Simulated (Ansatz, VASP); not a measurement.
## One calculation of YbH3, two programs

```xyz
4
Lattice="0.0000 2.5704 2.5704 2.5704 0.0000 2.5704 2.5704 2.5704 0.0000" Properties=species:S:1:pos:R:3 pbc="T T T"
Yb    0.0000    0.0000    0.0000
H     3.8556    3.8556    3.8556
H     1.2852    1.2852    1.2852
H     2.5704    2.5704    2.5704
```

Alike in both runs: functional RPBE; k mesh 10 × 10 × 10; occupations methfessel-paxton of order 1, width 0.01 eV; no spin polarisation.

Ansatz relaxed the structure, and its values are those at the end. VASP's run is a single point on that final structure, the one shown.

|  | VASP | Ansatz |
| --- | --- | --- |
| version | VASP 6.6.1 | Ansatz 0.2.0 |
| potentials or method | VASP PAW PBE potentials, release 64 (Yb, H), cutoff 600 eV | plane waves, PAW |
| valence electrons in the cell | 27 | 27 |

|  | VASP | Ansatz | Ansatz less VASP |
| --- | --- | --- | --- |
| gap on the k mesh at the Fermi level (eV) | none | none | - |
| pressure (GPa) | 0.2 | 0.0 | -0.14 |

VASP's potentials were made for PBE, not for RPBE. A gap of «none» marks a metal or a gap that the smearing closes.

Spin-orbit coupling is off throughout.
